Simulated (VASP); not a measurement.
Sr2Ga2O3:

```xyz
7
Lattice="4.0151 0.0000 0.0000 0.0000 4.0151 0.0000 0.0000 0.0000 8.0302" Properties=species:S:1:pos:R:3 pbc="T T T"
Sr    2.0075    2.0075    2.0075
Sr    2.0075    2.0075    6.0226
Ga    0.0000    0.0000    0.0000
Ga    0.0000    0.0000    4.0151
O     2.0075    0.0000    0.0000
O     0.0000    0.0000    2.0075
O     0.0000    0.0000    6.0226
```

This cell differs from its parent crystal: atoms taken out.

| Quantity | Value |
| --- | --- |
| Program | VASP 6.6.1 |
| Task | relaxation of cell and atoms |
| Functional | PBE |
| Potentials or basis | VASP PAW PBE potentials, release 64 (Sr_sv, Ga_d, O) |
| Cutoff | 600 eV |
| k mesh | 4 × 4 × 2 |
| Occupations | gaussian, width 0.1 eV |
| Spin | no spin polarisation |

At the start: pressure -2.5 GPa; volume 18.49 Å³/atom.

Problem. Where does the relaxation end?

Solution. Over 15 steps the energy falls by 140.4 meV/atom and the volume is 17.32 Å³/atom (-6.3 %); space group Pmmm (No. 47, to 0.1 Å) before and after.

Step by step:
| step | energy change (eV) | largest force (eV/Å) | pressure (GPa) | volume (Å³) |
| --- | --- | --- | --- | --- |
| 1 | 0.0000 | 0.6675 | -2.54 | 129.45 |
| 2 | -0.5551 | 0.4883 | -1.20 | 123.81 |
| 3 | -0.8542 | 0.2868 | 1.73 | 117.52 |
| 4 | -0.8676 | 0.2328 | 3.21 | 115.30 |
| 5 | -0.9399 | 0.2439 | -0.60 | 120.89 |
| 6 | -0.9409 | 0.2375 | -0.23 | 120.27 |
| 7 | -0.9550 | 0.1923 | -0.14 | 120.26 |
| 8 | -0.9765 | 0.0712 | 0.30 | 120.24 |
| 9 | -0.9767 | 0.0538 | 0.38 | 120.24 |
| 10 | -0.9788 | 0.0550 | -0.40 | 121.72 |
| 11 | -0.9790 | 0.0566 | -0.19 | 121.36 |
| 12 | -0.9813 | 0.0448 | -0.06 | 121.17 |
| 13 | -0.9820 | 0.0466 | 0.06 | 121.03 |
| 14 | -0.9821 | 0.0475 | 0.08 | 121.00 |
| 15 | -0.9828 | 0.0267 | -0.08 | 121.27 |

Final structure:
```cif
data_structure
_symmetry_space_group_name_H-M 'P 1'
_symmetry_Int_Tables_number 1
_cell_length_a 3.9675
_cell_length_b 3.4527
_cell_length_c 8.8526
_cell_angle_alpha 90.000
_cell_angle_beta 90.000
_cell_angle_gamma 90.000
_cell_volume 121.27
loop_
_atom_site_label
_atom_site_type_symbol
_atom_site_fract_x
_atom_site_fract_y
_atom_site_fract_z
_atom_site_occupancy
Sr1 Sr 0.50000 0.50000 0.23007 1
Sr2 Sr 0.50000 0.50000 0.76993 1
Ga1 Ga 0.00000 0.00000 0.00000 1
Ga2 Ga 0.00000 0.00000 0.50000 1
O1 O 0.50000 0.00000 0.00000 1
O2 O 0.00000 0.00000 0.22701 1
O3 O 0.00000 0.00000 0.77299 1
```

Caveat: the k points lie up to 0.45 Å⁻¹ apart in the final cell, too coarse for converged energies and pressures of a metal; the cell differs from its parent crystal (atoms taken out).
